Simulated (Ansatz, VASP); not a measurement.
One calculation of YRu2Rh4, two programs

```
Y Ru Rh
1.0
     0.00000    0.00000    5.09469
    -3.31230    3.31230    2.54735
    -3.31230   -3.31230    2.54735
Y Ru Rh
1 2 4
Direct
  0.00000 0.00000 0.00000
  0.25000 0.50000 0.50000
  0.75000 0.50000 0.50000
  0.30107 0.00000 0.39786
  0.69893 0.00000 0.60214
  0.69893 0.60214 0.00000
  0.30107 0.39786 0.00000
```

Alike in both runs: task single point; functional PBE; k mesh 6 × 6 × 6; occupations gaussian, width 0.2 eV; no spin polarisation.

```csv
,VASP,Ansatz
version,VASP 6.6.1,Ansatz 0.2.0
potentials or method,"VASP PAW PBE potentials, release 64 (Y_sv, Ru_pv, Rh_pv), cutoff 520 eV","scalar-relativistic, plane waves, PAW"
valence electrons in the cell,99,111
```

|  | VASP | Ansatz | Ansatz less VASP |
| --- | --- | --- | --- |
| gap on the k mesh at the Fermi level (eV) | none | none | - |
| pressure (GPa) | 0.1 | 0.1 | +0.03 |
| traceless stress, the component that is largest in VASP (GPa) | 0.30 | 0.32 | +0.018 |
| rms of the force components (eV/Å) | 0.005 | 0.002 | -0.0028 |

Atom by atom the forces differ by 0.003 eV/Å (rms over components). A gap of «none» marks a metal or a gap that the smearing closes. VASP's potentials hold 99 valence electrons a cell and Ansatz's 111, so a difference there can come from the potentials and not from the codes.
